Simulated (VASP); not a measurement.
# H (P1) in VASP: single point with PBE

Aim: the single point of H with PBE.

All numbers are computed with VASP 6.6.1; they aren't measurements. Logs are shortened: lines on timing, memory, paths and dates and some standing lists are left out, and cuts for length are marked.

## (1) The cell of the first run

The typed cell holds 4 atoms: a = 3.450 Å, b = 3.472 Å, c = 6.244 Å, α = 89.92°, β = 90.39°, γ = 120.16°.

## (2) Single point, PBE

File INCAR:

```
  PREC = Accurate
  ENCUT = 520
  EDIFF = 1E-6
  ISMEAR = 0
  SIGMA = 0.05
  LREAL = False
  LASPH = True
  NELM = 60
  ALGO = Normal
  ISIF = 2
  LWAVE = False
  LCHARG = True
  GGA = PE
  LELF = True
  LVHAR = True
  NBANDS = 10
```

File KPOINTS:

```
Automatic mesh
0
Gamma
  8 8 4
```

File POSCAR:

```
H
1.0
    1.7155585662     -2.9928409176     -0.0108535995
    1.7368917546      3.0066529717      0.0020082130
   -0.0180903850      0.0163272955      6.2435289355
H
4
Direct
    0.7785894132      0.4001581264      0.9614219851
    0.6466122231      0.4571841577      0.0371198589
    0.2334479759      0.6156062616      0.4633451570
    0.3413503878      0.5270514542      0.5381129991
```

Potentials or basis: VASP PAW PBE potentials, release 64 (H).

Run with:

```sh
> cat potpaw_PBE.64/H/POTCAR > POTCAR
> mpirun -np 1 vasp_std > vasp.out
```

OUTCAR:

```text
PREC = Accurate
   ENCUT = 520
   EDIFF = 1E-6
   ISMEAR = 0
   LREAL = False
   LASPH = True
   NELM = 60
   ISIF = 2
   GGA = PE

 ion  position               nearest neighbor table
   1  0.779  0.400  0.961-   2 0.75
   2  0.647  0.457  0.037-   1 0.75
   3  0.233  0.616  0.463-   4 0.75
   4  0.341  0.527  0.538-   3 0.75

  LATTYP: Found a triclinic cell.
 ALAT       =     3.4496892255
 B/A-ratio  =     1.0065499217
 C/A-ratio  =     1.8098953511
 COS(alpha) =     0.0013933829
 COS(beta)  =     0.0068558893
 COS(gamma) =     0.5024682322

  Lattice vectors:

 A1 = (   1.7155585662,  -2.9928409176,  -0.0108535995)
 A2 = (  -1.7368917546,  -3.0066529717,  -0.0020082130)
 A3 = (   0.0180903850,  -0.0163272955,  -6.2435289355)

Analysis of symmetry for initial positions (statically):
=====================================================================
 Subroutine PRICEL returns:
 Original cell was already a primitive cell.

 Routine SETGRP: Setting up the symmetry group for a
 triclinic supercell.

 Subroutine GETGRP returns: Found  1 space group operations
 (whereof  1 operations were pure point group operations)
 out of a pool of  2 trial point group operations.

The static configuration has the point symmetry C_1 .

Analysis of symmetry for dynamics (positions and initial velocities):
=====================================================================
 Subroutine PRICEL returns:
 Original cell was already a primitive cell.

 Routine SETGRP: Setting up the symmetry group for a
 triclinic supercell.

 Subroutine GETGRP returns: Found  1 space group operations
 (whereof  1 operations were pure point group operations)
 out of a pool of  2 trial point group operations.

The dynamic configuration has the point symmetry C_1 .

 Subroutine INISYM returns: Found  1 space group operations
 (whereof  1 operations are pure point group operations),
 and found     1 'primitive' translations

----------------------------------------------------------------------------------------

                                     Primitive cell

  volume of cell :      64.6592

  direct lattice vectors                    reciprocal lattice vectors
     1.715558566 -2.992840918 -0.010853599     0.290323604 -0.167715812  0.001279791
     1.736891755  3.006652972  0.002008213     0.288987671  0.165652269  0.000404138
    -0.018090385  0.016327295  6.243528935     0.000411739 -0.000344835  0.160167926

  length of vectors
     3.449689226  3.472284420  6.243576492     0.335287976  0.333098651  0.160168826

  position of ions in fractional coordinates (direct lattice)
     0.778589413  0.400158126  0.961421985
     0.646612223  0.457184158  0.037119859
     0.233447976  0.615606262  0.463345157
     0.341350388  0.527051454  0.538112999

  ion indices of the primitive-cell ions
   primitive index   ion index
                 1           1
                 2           2
                 3           3
                 4           4

----------------------------------------------------------------------------------------

 KPOINTS: Automatic mesh

Automatic generation of k-mesh.
 Grid dimensions read from file:
 generate k-points for:    8    8    4

 Generating k-lattice:

  Cartesian coordinates                     Fractional coordinates (reciprocal lattice)
     0.036290451 -0.020964476  0.000159974     0.125000000  0.000000000  0.000000000
     0.036123459  0.020706534  0.000050517    -0.000000000  0.125000000  0.000000000
     0.000102935 -0.000086209  0.040041981     0.000000000 -0.000000000  0.250000000

  Length of vectors
     0.041910997  0.041637331  0.040042207

  Shift w.r.t. Gamma in fractional coordinates (k-lattice)
     0.000000000  0.000000000  0.000000000

 Subroutine IBZKPT returns following result:
 ===========================================

 Found    132 irreducible k-points:

 Following reciprocal coordinates:
            Coordinates               Weight
  0.000000  0.000000  0.000000      1.000000
  0.125000 -0.000000  0.000000      2.000000
  0.250000 -0.000000  0.000000      2.000000
  0.375000 -0.000000  0.000000      2.000000
  0.500000 -0.000000  0.000000      1.000000
 -0.000000  0.125000  0.000000      2.000000
[... 16 lines left out ...]
  0.125000  0.375000  0.000000      2.000000
  0.250000  0.375000  0.000000      2.000000
 [... further k-points ...]
   k-points           NKPTS =    132   k-points in BZ     NKDIM =    132   number of bands    NBANDS=     10
   number of dos      NEDOS =    301   number of ions     NIONS =      4
   total plane-waves  NPLWV =  37632
   dimension x,y,z NGX =    28 NGY =   28 NGZ =   48
   dimension x,y,z NGXF=    56 NGYF=   56 NGZF=   96
   ions per type =               4
   NGX,Y,Z   is equivalent  to a cutoff of  13.49, 13.41, 12.78 a.u.
   NGXF,Y,Z  is equivalent  to a cutoff of  26.99, 26.81, 25.56 a.u.
 SYSTEM =  unknown system
   PREC   = accura    normal or accurate (medium, high low for compatibility)
   ISTART =      0    job   : 0-new  1-cont  2-samecut
   ICHARG =      2    charge: 1-file 2-atom 10-const
   ISPIN  =      1    spin polarized calculation?
   LNONCOLLINEAR =      F non collinear calculations
   LSORBIT =      F    spin-orbit coupling
   LASPH  =      T    aspherical Exc in radial PAW
   ENCUT  =  520.0 eV  38.22 Ry    6.18 a.u.   6.41  6.46 11.61*2*pi/ulx,y,z
   NELM   =     60;   NELMIN=  2; NELMDL= -5     # of ELM steps
   EDIFF  = 0.1E-05   stopping-criterion for ELM
   LREAL  =      F    real-space projection
   EDIFFG = 0.1E-04   stopping-criterion for IOM
   NSW    =      0    number of steps for IOM
   IBRION =     -1    ionic relax: 0-MD 1-quasi-New 2-CG
   NFREE  =      0    steps in history (QN), initial steepest desc. (CG)
   ISIF   =      2    stress and relaxation
   ISYM   =      2    0-nonsym 1-usesym 2-fastsym
   POTIM  = 0.5000    time-step for ionic-motion
   TEBEG  =    0.0;   TEEND  =   0.0 temperature during run
   PSTRESS=    0.0 pullay stress
   NELECT =       4.0000    total number of electrons
   NUPDOWN=      -1.0000    fix difference up-down
   EMIN   =  10.00;   EMAX   =-10.00  energy-range for DOS
   EFERMI =   0.00;   METHOD = LEGACY
   ISMEAR =     0;   SIGMA  =   0.05  broadening in eV -4-tet -1-fermi 0-gaus
   EFERMI_NEDOS =   21; number of points for ismear=-14 and -15
   IALGO  =     38    algorithm
   IMIX   =      4    mixing-type and parameters
     AMIX     =   0.40;   BMIX     =  1.00
     AMIX_MAG =   1.60;   BMIX_MAG =  1.00
  volume/ion in A,a.u.               =      16.16       109.09
  Fermi-wavevector in a.u.,A,eV,Ry     =   0.647468  1.223536  5.703757  0.419214
  Thomas-Fermi vector in A             =   1.715785
   LORBIT       =      0    0 simple, 1 ext, 2 COOP (PROOUT), +10 PAW based schemes
   GGA     = PE    functional components
   LHFCALC =     F    Hartree Fock is set to
   AEXX    =    0.0000 exact exchange contribution
   IVDW    =     0    specifies the selected vdW correction
   LEPSILON=     F    determine dielectric tensor
   LRPA    =     F    only Hartree local field effects (RPA)
 non-spin polarized calculation
 Gauss-broadening in eV      SIGMA  =   0.05
  energy-cutoff  :      520.00
  volume of cell :       64.66
 maximum number of plane-waves:      1762
 NGX is ok and might be reduce to    28
   NGX = 13   NGY = 13   NGZ = 23

 number of electron       4.0000001 magnetization

 Free energy of the ion-electron system (eV)
  ---------------------------------------------------
  ext. energy  EPLUGINS =         0.00000000
  ---------------------------------------------------
  free energy    TOTEN  =       -13.57933225 eV

  energy without entropy =      -13.57933225  energy(sigma->0) =      -13.57933225

 E-fermi :  -8.7318     XC(G=0):  -4.5903

 val. band max:       -8.9798758370   @ k =   0.2500   0.3750   0.0000
 cond. band min:       0.0961689550   @ k =   0.0000   0.0000   0.0000
 fundamental gap:      9.0760447921
 Fermi energy:        -8.7318050598

 k-point     1 :       0.0000    0.0000    0.0000
  band No.  band energies     occupation
      1     -10.2348      2.00000
      2      -9.5188      2.00000
      3       0.0962      0.00000
      4       3.0973      0.00000
      5       6.3028      0.00000
      6       6.7187      0.00000
      7       8.9805      0.00000
      8      10.7581      0.00000
      9      11.6498      0.00000
     10      11.7302      0.00000

 k-point     2 :       0.1250   -0.0000    0.0000
  band No.  band energies     occupation
      1     -10.1221      2.00000
      2      -9.4487      2.00000
      3       0.3299      0.00000
      4       2.8774      0.00000
      5       5.0807      0.00000
      6       7.1870      0.00000
      7       8.5678      0.00000
      8      10.4033      0.00000
      9      10.7034      0.00000
     10      11.3569      0.00000

 k-point     3 :       0.2500   -0.0000    0.0000
  band No.  band energies     occupation
      1      -9.8231      2.00000
      2      -9.2818      2.00000
      3       0.9742      0.00000
      4       2.3965      0.00000
      5       3.5103      0.00000
      6       6.8627      0.00000
      7       7.8699      0.00000
      8       8.9797      0.00000
      9       9.8246      0.00000
     10      10.6828      0.00000

 k-point     4 :       0.3750   -0.0000    0.0000
  band No.  band energies     occupation
      1      -9.4566      2.00000
      2      -9.1405      2.00000
      3       1.3699      0.00000
      4       2.2611      0.00000
      5       2.6533      0.00000
      6       5.7925      0.00000
      7       7.1088      0.00000
      8       7.8900      0.00000
      9       8.8743      0.00000
     10       9.6620      0.00000

 k-point     5 :       0.5000   -0.0000    0.0000
  band No.  band energies     occupation
      1      -9.2294      2.00000
      2      -9.1426      2.00000
      3       1.2448      0.00000
      4       1.8231      0.00000
      5       3.8798      0.00000
      6       4.3459      0.00000
      7       6.8035      0.00000
      8       7.4372      0.00000
      9       8.7030      0.00000
     10       9.2489      0.00000

 k-point     6 :      -0.0000    0.1250    0.0000
  band No.  band energies     occupation
      1     -10.1319      2.00000
      2      -9.4468      2.00000
      3       0.3269      0.00000
      4       2.8365      0.00000
      5       5.6466      0.00000
      6       6.6577      0.00000
      7       8.5478      0.00000
      8      10.0506      0.00000
      9      10.5391      0.00000
     10      12.0116      0.00000
[... 183 lines left out ...]
 k-point    21 :      -0.1250    0.2500   -0.0000
  band No.  band energies     occupation
      1      -9.9288      2.00000
      2      -9.3162      2.00000
      3       0.7100      0.00000
      4       2.3782      0.00000
      5       3.8814      0.00000
      6       7.4442      0.00000
      7       8.4656      0.00000
      8       8.7910      0.00000
      9       9.8014      0.00000
     10      11.9536      0.00000

 k-point    22 :      -0.0000    0.3750    0.0000
  band No.  band energies     occupation
      1      -9.5671      2.00000
      2      -9.0802      2.00000
      3       1.1573      0.00000
      4       2.2624      0.00000
      5       3.6354      0.00000
      6       5.8481      0.00000
      7       6.9283      0.00000
      8       7.3893      0.00000
      9       8.7530      0.00000
     10       8.9578      0.00000

 k-point    23 :       0.1250    0.3750    0.0000
  band No.  band energies     occupation
      1      -9.4182      2.00000
      2      -9.0098      2.00000
      3       1.1877      0.00000
      4       2.8165      0.00000
      5       3.5984      0.00000
      6       4.5268      0.00000
      7       5.7433      0.00000
      8       6.4247      0.00000
      9       9.0148      0.00000
     10       9.9128      0.00000

 k-point    24 :       0.2500    0.3750    0.0000
  band No.  band energies     occupation
      1      -9.2586      2.00000
      2      -8.9799      2.00000
      3       1.5089      0.00000
      4       2.6056      0.00000
      5       3.0910      0.00000
      6       4.3565      0.00000
      7       5.0679      0.00000
      8       6.2559      0.00000
      9       7.3551      0.00000
     10      11.1227      0.00000

 [... further k-points ...]

------------------------ aborting loop because EDIFF is reached ----------------------------------------

  FORCE on cell =-STRESS in cart. coord.  units (eV):
  Direction    XX          YY          ZZ          XY          YZ          ZX
  --------------------------------------------------------------------------------------
  -------------------------------------------------------------------------------------
  Total       -0.0348123     -0.0668251     -0.0808862     -0.0013056     -0.0039382      0.0019017
  in kB       -0.8626068     -1.6558447     -2.0042641     -0.0323500     -0.0975851      0.0471210
  external PRESSURE =      -1.5075719 kB  Pullay stress =       0.0000000 kB

 VOLUME and BASIS-vectors are now :
 -----------------------------------------------------------------------------
  energy-cutoff  :      520.00
  volume of cell :       64.66
      direct lattice vectors                 reciprocal lattice vectors
     1.715558566 -2.992840918 -0.010853599     0.290323604 -0.167715812  0.001279791
     1.736891755  3.006652972  0.002008213     0.288987671  0.165652269  0.000404138
    -0.018090385  0.016327295  6.243528935     0.000411739 -0.000344835  0.160167926

 POSITION                                       TOTAL-FORCE (eV/Angst)
 -----------------------------------------------------------------------------------
      2.01335     -1.11136      5.99502        -0.001873      0.009854      0.007853
      1.90271     -0.56001      0.22566         0.001588     -0.009137     -0.007668
      1.46135      1.15981      2.89161        -0.000984     -0.002847      0.001349
      1.49130      0.57184      3.35708         0.001270      0.002129     -0.001534
 -----------------------------------------------------------------------------------
    total drift:                                0.000046      0.000006      0.000015

  FREE ENERGIE OF THE ION-ELECTRON SYSTEM (eV)
  ---------------------------------------------------
  free  energy   TOTEN  =       -13.5793322537 eV

  energy  without entropy=      -13.5793322537  energy(sigma->0) =      -13.57933225
```

It took 52 s on 1 thread of Oxide Virtual Turin-like, shared host; peak memory 0.18 GiB.

What came out:

- Free energy: -13.5793 eV
- Pressure: -0.2 GPa
- Largest force: 0.013 eV/Å
- Band gap on the k mesh: 9.08 eV, indirect (least direct gap 9.62 eV)

Forces on the atoms (eV/Å):
```
H   -0.002  0.010  0.008
H    0.002 -0.009 -0.008
H   -0.001 -0.003  0.001
H    0.001  0.002 -0.002
```

Stress tensor (GPa, compression positive):
```
-0.09  0.00  0.00
 0.00 -0.17 -0.01
 0.00 -0.01 -0.20
```

Levels at points of the mesh, in eV from the valence-band top:
```tsv
k point	band 1	band 2	band 3	band 4	band 5	band 6
(0.00, 0.00, 0.00)	-1.25	-0.54	9.08	12.08	15.28	15.70
(0.50, 0.00, 0.00)	-0.25	-0.16	10.22	10.80	12.86	13.33
(0.00, 0.50, 0.00)	-0.45	-0.02	9.85	11.99	12.29	14.30
(0.50, 0.50, 0.00)	-0.20	-0.14	9.62	10.10	13.16	13.55
(0.00, 0.00, 0.50)	-0.93	-0.92	10.43	10.45	15.78	15.82
(0.50, 0.00, 0.50)	-0.21	-0.19	9.99	10.20	14.61	14.79
(0.00, 0.50, 0.50)	-0.25	-0.24	10.49	10.69	13.21	13.40
(0.50, 0.50, 0.50)	-0.17	-0.16	9.53	9.58	14.85	14.89
```

Caveat: the cell differs from its parent crystal (all atoms moved at random, sigma 0.05 Å a component, cell strained at random, sigma 0.03, then relaxed in part). A k mesh can miss the band edges.
